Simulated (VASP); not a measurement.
Wanted: the native input for a VASP 6.6.1 run.

| Property | Result |
| --- | --- |
| Task | relaxation of cell and atoms |
| Functional | PBEsol |
| Potentials or basis | VASP PAW PBE potentials, release 64 (Hg, Te) |
| Cutoff | 600 eV |
| k mesh | 10 × 10 × 10 |
| Occupations | fermi-dirac, width 0.05 eV |
| Spin | no spin polarisation |
| Target pressure | 10 GPa |
| Dipole correction | no |
| Further INCAR settings | ALGO = Normal; EDIFF = 1e-06; IBRION = 2; EDIFFG = -0.01; NSW = 60; ISIF = 3 |

The structure of HgTe lies in POSCAR:

```
HgTe
1.0
   -3.0456030000      3.0456030000      1.5594100000
    3.0456030000     -3.0456030000      1.5594100000
    3.0456030000      3.0456030000     -1.5594100000
Hg Te
1 1
Direct
    0.7500000000      0.2500000000      0.5000000000
    0.0000000000      0.0000000000      0.0000000000
```

These files were run (other wordings do the same):

INCAR

```
  PREC = Accurate
  ENCUT = 600
  EDIFF = 1E-6
  ISMEAR = -1
  SIGMA = 0.05
  LREAL = False
  LASPH = True
  NELM = 60
  ALGO = Normal
  ISIF = 3
  LWAVE = False
  LCHARG = False
  GGA = PS
  IBRION = 2
  NSW = 60
  EDIFFG = -0.01
  PSTRESS = 100.0
```

KPOINTS

```
regular mesh
0
Gamma
  10 10 10
```

Potentials or basis: VASP PAW PBE potentials, release 64 (Hg, Te).

The run is started by

```console
$ cat potpaw_PBE.64/Hg/POTCAR potpaw_PBE.64/Te/POTCAR > POTCAR
$ mpirun -np 1 vasp_std > vasp.out
```

Results of the run:

* Relaxed volume: 23.51 Å³/atom
* Relaxed cell: a = 4.209 Å, b = 4.209 Å, c = 4.209 Å, α = 97.58°, β = 97.58°, γ = 137.41°
* Space group after relaxing (to 0.05 Å): I-4m2 (No. 119)
* Energy change on relaxing (the enthalpy is what falls): +34.9 meV/atom
* Ionic steps: 8
* Pressure after relaxing: 10.0 GPa
* Band gap on the k mesh: zero (band 9 reaches 8.78 eV, above the bottom of band 10 at 4.39 eV)

Caveat: the cell is relaxed towards a set pressure, so the enthalpy falls and the energy may rise; the volume moved by over 15 % at a fixed basis, so the end points are rough; the PAW data sets were made with another functional, which shifts forces and pressure a little; spin-orbit coupling is left out, which moves the levels of the heavy elements.

Wall time 4.2 min on 1 thread of Intel(R) Xeon(R) 6975P-C (Granite Rapids), with other jobs on the host, peak memory 0.33 GiB.
